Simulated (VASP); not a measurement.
A run of VASP 6.6.1 is set up as follows.

The input INCAR:

```
PREC = Accurate
ENCUT = 600
EDIFF = 1E-6
ISMEAR = 0
SIGMA = 0.1
LREAL = False
LASPH = True
NELM = 120
ALGO = Normal
ISIF = 2
LWAVE = False
LCHARG = True
GGA = CA
LELF = True
LVHAR = True
NBANDS = 15
GGA_COMPAT = False
```

The input KPOINTS:

```
regular mesh
0
Gamma
  6 6 6
```

Contents of POSCAR:

```
CaO
1.0
    0.0000000000      2.4490000000      2.4490000000
    2.4490000000      0.0000000000      2.4490000000
    2.4490000000      2.4490000000      0.0000000000
Ca O
1 1
Direct
    0.0000000000      0.0000000000      0.0000000000
    0.5000000000      0.5000000000      0.5000000000
```

Potentials or basis: VASP PAW LDA potentials, release 64 (Ca_sv, O).

Run with:

```sh
$ cat potpaw_LDA.64/Ca_sv/POTCAR potpaw_LDA.64/O/POTCAR > POTCAR
$ mpirun -np 1 vasp_std > vasp.out
```

Problem. What does it give for the band gap on the k mesh?

Solution. 3.48 eV, indirect (least direct gap 3.87 eV).

Problem. Estimate the pressure.

Solution. -11.3 GPa.

A k mesh can miss the band edges. Expect the measured gap to be larger: semilocal functionals such as LDA lack the derivative discontinuity.
